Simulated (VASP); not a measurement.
The system is CuF.

```
Cu F
1.0
     3.29654    0.00000    0.00000
    -1.64827    2.85488    0.00000
     0.00000    0.00000    5.20086
Cu F
2 2
Cartesian
  0.0000 0.0000 0.0000
  0.0000 0.0000 2.6004
  0.0000 1.9033 1.3002
  1.6483 0.9516 3.9006
```

```yaml
Program: VASP 6.6.1
Task: relaxation of cell and atoms
Functional: PBEsol
Potentials_or_basis: VASP PAW PBE potentials, release 64 (Cu, F)
Cutoff: 600 eV
k_mesh: 12 × 12 × 4
Occupations: fermi-dirac, width 0.02 eV
Spin: no spin polarisation
```

At the start: pressure -5.9 GPa; volume 12.24 Å³/atom.

Where does the relaxation end?

Over 11 steps the energy falls by 17.0 meV/atom and the volume is 11.37 Å³/atom (-7.1 %); space group P6_3/mmc (No. 194, to 0.1 Å) before and after.

Step by step:
| step | energy change (eV) | largest force (eV/Å) | pressure (GPa) | volume (Å³) |
| --- | --- | --- | --- | --- |
| 1 | 0.0000 | 0.0000 | -5.90 | 48.95 |
| 2 | -0.0671 | 0.0000 | -0.50 | 45.82 |
| 3 | -0.0674 | 0.0000 | 0.12 | 45.61 |
| 4 | -0.0674 | 0.0000 | -0.09 | 45.68 |
| 5 | -0.0675 | 0.0000 | -0.13 | 45.67 |
| 6 | -0.0677 | 0.0000 | -0.21 | 45.65 |
| 7 | -0.0680 | 0.0000 | -0.12 | 45.60 |
| 8 | -0.0681 | 0.0000 | -0.12 | 45.51 |
| 9 | -0.0682 | 0.0000 | -0.14 | 45.55 |
| 10 | -0.0678 | 0.0000 | 0.71 | 45.28 |
| 11 | -0.0682 | 0.0000 | 0.03 | 45.47 |

Final structure:
```xyz
4
Lattice="3.1958 0.0000 0.0000 -1.5979 2.7677 0.0000 0.0000 0.0000 5.1405" Properties=species:S:1:pos:R:3 pbc="T T T"
Cu    0.0000    0.0000    0.0000
Cu    0.0000    0.0000    2.5703
F     0.0000    1.8451    1.2851
F     1.5979    0.9226    3.8554
```

Caveat: the PAW data sets were made with another functional, which shifts forces and pressure a little.
